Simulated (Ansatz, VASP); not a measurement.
Given: the input of a run of VASP 6.6.1 on AlSn.

Contents of INCAR:

```
SYSTEM = AlSn
PREC = Accurate
ENCUT = 500
EDIFF = 1E-6
ISMEAR = -1
SIGMA = 0.05
LREAL = .False.
LASPH = .True.
NELM = 120
ALGO = Normal
ISIF = 2
LWAVE = .False.
LCHARG = .False.
GGA = PS
NBANDS = 16
GGA_COMPAT = .False.
```

The input KPOINTS:

```
Automatic mesh
0
Gamma
  7 7 8
  0 0 0
```

POSCAR

```
AlSn
1.0
    4.1165812413      0.0000000000      0.0000000000
   -2.0582906206      3.5650639316      0.0000000000
    0.0000000000      0.0000000000      3.4391208800
Sn Al
1 1
Direct
    0.3333333333      0.6666666667      0.5000000000
    0.0000000000      0.0000000000      0.0000000000
```

Potentials or basis: VASP PAW PBE potentials, release 64 (Sn_d, Al).

Command:

```bash
$ cat potpaw_PBE.64/Sn_d/POTCAR potpaw_PBE.64/Al/POTCAR > POTCAR
$ mpirun -np 1 vasp_std > vasp.out
```

Q: Translate it to Ansatz 0.2.0. Potentials there: all-electron LAPW, scalar-relativistic.

A: As run (the cutoff follows the program's own potentials):

The input input.yaml:

```yaml
crystal:
  lattice:
    - [4.1165812413, 0.0, 0.0]
    - [-2.0582906206, 3.5650639316, 0.0]
    - [0.0, 0.0, 3.43912088]
  atoms:
    - { symbol: Sn, position: [0.3333333333, 0.6666666667, 0.5] }
    - { symbol: Al, position: [0.0, 0.0, 0.0] }
kpoints:
  mp_grid: { grid: [7, 7, 8] }
scf:
  occupations: { method: fermi_dirac, width: 0.05 }
hamiltonian:
  xc: pbesol
  pseudopotentials: { kind: all_electron, lapw: { basis_error: 0.001 } }
output:
  forces: true
  stress: true
  eigenvalues: true
```

Potentials or basis: all-electron LAPW, scalar-relativistic.

Launch:

```console
$ ansatz run input.yaml --threads 1 --pin off --max-ram 3072MiB --backend cpu --events-out ev --progress --plain --runs-dir out
```

Both were run:

|  | VASP | Ansatz | Ansatz less VASP |
| --- | --- | --- | --- |
| gap on the k mesh at the Fermi level (eV) | none | none | - |
| pressure (GPa) | -2.4 | -2.3 | +0.05 |
| traceless stress, the component that is largest in VASP (GPa) | -2.15 | -2.15 | 0.000 |

VASP's potentials were made for PBE, not for PBEsol. A gap of «none» marks a metal or a gap that the smearing closes. Ansatz ran all-electron here, and VASP with PAW potentials.
